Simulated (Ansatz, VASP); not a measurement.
# GeBr in VASP and in Ansatz

```xyz
2
Lattice="3.6144 0.0000 0.0000 0.0000 3.6144 0.0000 0.0000 0.0000 3.6144" Properties=species:S:1:pos:R:3 pbc="T T T"
Ge    1.8072    1.8072    1.8072
Br    0.0000    0.0000    0.0000
```

Change from the starting cell: species swapped into the SmTl type (Pm-3m, No. 221).

Alike in both runs: functional PBE; k mesh 16 × 16 × 16; occupations gaussian, width 0.1 eV; no spin polarisation.

Ansatz relaxed the structure, and its values are those at the end. VASP's run is a single point on that final structure, the one shown.

```csv
,VASP,Ansatz
version,VASP 6.6.1,Ansatz 0.2.0
potentials or method,"VASP PAW PBE potentials, release 64 (Ge_d, Br), cutoff 520 eV","scalar-relativistic, plane waves, PAW"
valence electrons in the cell,21,21
```

```tsv
	VASP	Ansatz	Ansatz less VASP
gap on the k mesh at the Fermi level (eV)	none	none	-
pressure (GPa)	0.0	0.0	+0.01
```

A gap of «none» marks a metal or a gap that the smearing closes.
